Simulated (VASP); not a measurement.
**Mg3ZrN2: single point with PBE**

The system is Mg3ZrN2.

```
Mg Zr N
1.0
     3.77155    0.00000    0.00000
     0.00000    3.77155    0.00000
     0.00000    0.00000    8.99073
Mg Zr N
3 1 2
Direct
  0.00000 0.00000 0.19948
  0.00000 0.00000 0.80052
  0.00000 0.00000 0.50000
  0.50000 0.50000 0.00000
  0.00000 0.50000 0.50000
  0.50000 0.00000 0.50000
```

* Program: VASP 6.6.1
* Task: single point
* Functional: PBE
* Potentials or basis: VASP PAW PBE potentials, release 64 (Mg, Zr_sv, N)
* Cutoff: 600 eV
* k mesh: 4 × 4 × 2
* Occupations: gaussian, width 0.2 eV
* Spin: no spin polarisation
* Dipole correction: no
* Further INCAR settings: ALGO = Normal; EDIFF = 1e-06; NBANDS = 23

```json
{
 "Pressure": "0.1 GPa",
 "Largest force": "0.010 eV/Å",
 "Band gap on the k mesh": "zero (band 14 reaches 2.56 eV, above the bottom of band 15 at 1.91 eV)"
}
```

Forces in eV/Å, atoms in the order of the input:
```
Mg   0.000  0.000 -0.010
Mg   0.000  0.000  0.010
Mg   0.000  0.000  0.000
Zr   0.000  0.000  0.000
N    0.000  0.000  0.000
N    0.000  0.000  0.000
```

Stress tensor (GPa, compression positive):
```
0.04 0.00 0.00
0.00 0.04 0.00
0.00 0.00 0.29
```

Levels at points of the mesh, in eV from the Fermi level:
```csv
k point,band 9,band 10,band 11,band 12,band 13,band 14,band 15,band 16,band 17,band 18
"(0.00, 0.00, 0.00)",-2.36,-2.36,-0.79,-0.73,-0.57,0.33,1.19,1.19,1.22,1.22
"(0.50, 0.00, 0.00)",-2.25,-1.83,-1.51,-1.43,-0.77,-0.47,-0.29,0.42,0.83,1.26
"(0.50, 0.50, 0.00)",-2.30,-1.34,-1.34,-0.30,-0.30,0.37,0.55,0.55,0.70,1.37
"(0.00, 0.00, 0.50)",-2.48,-2.36,-2.36,-0.58,0.07,0.36,1.18,1.18,1.23,1.23
"(0.50, 0.00, 0.50)",-2.39,-1.60,-1.43,-1.06,-1.05,-0.54,-0.29,0.60,0.67,0.83
"(0.50, 0.50, 0.50)",-2.35,-1.14,-1.14,-0.74,-0.74,0.37,0.63,0.87,0.87,2.15
```

Run time: 40 s on 1 thread of Intel(R) Xeon(R) 6975P-C (Granite Rapids) (shared host), peak memory 0.26 GiB.

Caveat: the k points lie up to 0.42 Å⁻¹ apart.
